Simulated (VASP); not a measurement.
Runs of VASP 6.6.1 on PtC (CsCl type). The structure is that of space group Pm-3m (No. 221), or close to it. The cells are those of the table. 

| task | cell | cutoff (eV) | k mesh for the DOS | occupations for the DOS | gap on the mesh (eV) | pressure (GPa) |
| --- | --- | --- | --- | --- | --- | --- |
| single point | a = 2.772 Å, 2 atoms | 520 | - | - | none | 0.0 |
| relaxation of cell and atoms | relaxed from a = 2.714 Å, 2 atoms | 600 | - | - | none | 0.0 |
| single point | a = 2.437 Å, 2 atoms | 520 | - | - | none | 266.2 |
| single point | a = 2.551 Å, 2 atoms | 520 | - | - | none | 123.0 |
| single point | a = 2.311 Å, 2 atoms | 520 | - | - | none | (a) |
| single point | a = 2.656 Å, 2 atoms | 520 | - | - | none | 46.6 |

Alike in all rows: level PBEsol; potentials or basis VASP PAW PBE potentials, release 64 (Pt, C); no spin polarisation; k mesh 14 × 14 × 14; smearing fermi-dirac 0.05 eV.

Q: Fill in the values left out.

A: (a) 543.0.

Caveats: the PAW data sets were made with another functional, which shifts forces and pressure a little; spin-orbit coupling is left out, which moves the levels of the heavy elements.

A k mesh can miss the band edges, and the runs leave out spin-orbit coupling on Pt.

A gap of «none» marks levels without a gap at the run's occupations.
